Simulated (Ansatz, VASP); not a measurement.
**W in VASP and in Ansatz**

The input INCAR:

```
SYSTEM = W
PREC = Accurate
ENCUT = 520
EDIFF = 1E-7
ISMEAR = 0
SIGMA = 0.15
LREAL = .FALSE.
LASPH = .TRUE.
NELM = 80
ALGO = Fast
ISIF = 2
LWAVE = .FALSE.
LCHARG = .FALSE.
GGA = PS
NBANDS = 51
```

The input KPOINTS:

```
Automatic mesh
0
G
  16 16 4
  0 0 0
```

File POSCAR:

```
W
1.0
   -2.0300000000     -2.0300000000      0.0000000000
    2.0300000000     -2.0300000000      0.0000000000
   -1.0150000000      0.0000000000     12.1800000000
W
6
Direct
   -0.2291625000      0.2291625000      0.9166500000
    0.4791708333      0.5208291667      0.0833166667
   -0.0624958333      0.0624958333      0.2499833333
    0.3958375000      0.6041625000      0.4166500000
   -0.1458291667      0.1458291667      0.5833166667
    0.3125041667      0.6874958333      0.7499833333
```

Input for Ansatz:

```yaml
crystal:
  lattice:
    - [-2.03, -2.03, 0.0]
    - [2.03, -2.03, 0.0]
    - [-1.015, 0.0, 12.18]
  atoms:
    - { symbol: W, position: [-0.2291625, 0.2291625, 0.91665] }
    - { symbol: W, position: [0.4791708333, 0.5208291667, 0.0833166667] }
    - { symbol: W, position: [-0.0624958333, 0.0624958333, 0.2499833333] }
    - { symbol: W, position: [0.3958375, 0.6041625, 0.41665] }
    - { symbol: W, position: [-0.1458291667, 0.1458291667, 0.5833166667] }
    - { symbol: W, position: [0.3125041667, 0.6874958333, 0.7499833333] }
basis:
  ecutwfc: 420
kpoints:
  mp_grid: { grid: [16, 16, 4] }
hamiltonian:
  xc: pbesol
scf:
  occupations: { method: gaussian, width: 0.15 }
output:
  forces: true
  stress: true
  eigenvalues: true
```

Alike in both runs: task single point; functional PBEsol; k mesh 16 × 16 × 4; occupations gaussian, width 0.15 eV; no spin polarisation.

```csv
,VASP,Ansatz
version,VASP 6.6.1,Ansatz 0.2.0
potentials or method,"VASP PAW PBE potentials, release 64 (W_sv), cutoff 520 eV","scalar-relativistic, plane waves, PAW"
valence electrons in the cell,84,84
```

Ansatz gave:

* gap on the k mesh at the Fermi level (eV): none
* pressure (GPa): -6.5
* traceless stress, the component that is largest in VASP (GPa): 8.21
* rms of the force components (eV/Å): 1.355

Task: Estimate VASP's values.

Result: gap on the k mesh at the Fermi level (eV): none; pressure (GPa): -5.7; traceless stress, the component that is largest in VASP (GPa): 8.76; rms of the force components (eV/Å): 1.446.

VASP's potentials were made for PBE, not for PBEsol. Atom by atom the forces differ by 0.095 eV/Å (rms over components). A gap of «none» marks a metal or a gap that the smearing closes.

Spin-orbit coupling is off throughout.
